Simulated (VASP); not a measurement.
Write the native input for VASP 6.6.1 that does the following.

```
Task                   : single point
Functional             : r2SCAN
Potentials or basis    : VASP PAW PBE potentials, release 64 (Tl_d)
Cutoff                 : 550 eV
k mesh                 : 9 × 9 × 9
Occupations            : fermi-dirac, width 0.05 eV
Spin                   : no spin polarisation
Dipole correction      : no
Further INCAR settings : ALGO = Normal; EDIFF = 1e-06; NBANDS = 12
```

The system is Tl.

```
Tl
1.0
     0.00000    2.58396    2.58396
     2.58396    0.00000    2.58396
     2.58396    2.58396    0.00000
Tl
1
Direct
  0.00000 0.00000 0.00000
```

This isn't the form of Tl at room conditions, which is hcp.

One way to write it, as run:

POSCAR

```
Tl
1.0
    0.0000000000      2.5839599450      2.5839599450
    2.5839599450      0.0000000000      2.5839599450
    2.5839599450      2.5839599450      0.0000000000
Tl
1
Direct
    0.0000000000      0.0000000000      0.0000000000
```

INCAR.step1

```
PREC = Accurate
ENCUT = 550
ISMEAR = -1
SIGMA = 0.05
LREAL = False
LASPH = True
NELM = 120
NBANDS = 12
GGA = PE
ALGO = Normal
EDIFF = 1E-5
LWAVE = True
LCHARG = False
GGA_COMPAT = False
```

INCAR.step2

```
PREC = Accurate
ENCUT = 550
EDIFF = 1E-6
ISMEAR = -1
SIGMA = 0.05
LREAL = False
LASPH = True
NELM = 120
ALGO = Normal
ISIF = 2
LWAVE = False
LCHARG = False
METAGGA = R2SCAN
LMIXTAU = True
NBANDS = 12
ISTART = 1
GGA_COMPAT = False
```

KPOINTS

```
Automatic mesh
0
Gamma
  9 9 9
```

Potentials or basis: VASP PAW PBE potentials, release 64 (Tl_d).

Run with:

```bash
$ cat potpaw_PBE.64/Tl_d/POTCAR > POTCAR
$ cp INCAR.step1 INCAR
$ mpirun -np 1 vasp_std > vasp.out
$ cp INCAR.step2 INCAR
$ mpirun -np 1 vasp_std > vasp.out
```

Results of the run:

| Property | Result |
| --- | --- |
| Pressure | -3.2 GPa |
| Band gap on the k mesh | zero (an odd number of electrons rules out a gap without spin polarisation) |

Caveat: the cell stands under tension; the PAW data sets were made with another functional, which shifts forces and pressure a little; spin-orbit coupling is left out, which moves the levels of the heavy elements.

It took 34 s on 1 thread of Intel(R) Xeon(R) Platinum 8488C (Sapphire Rapids), on a shared host, peak memory 0.16 GiB.
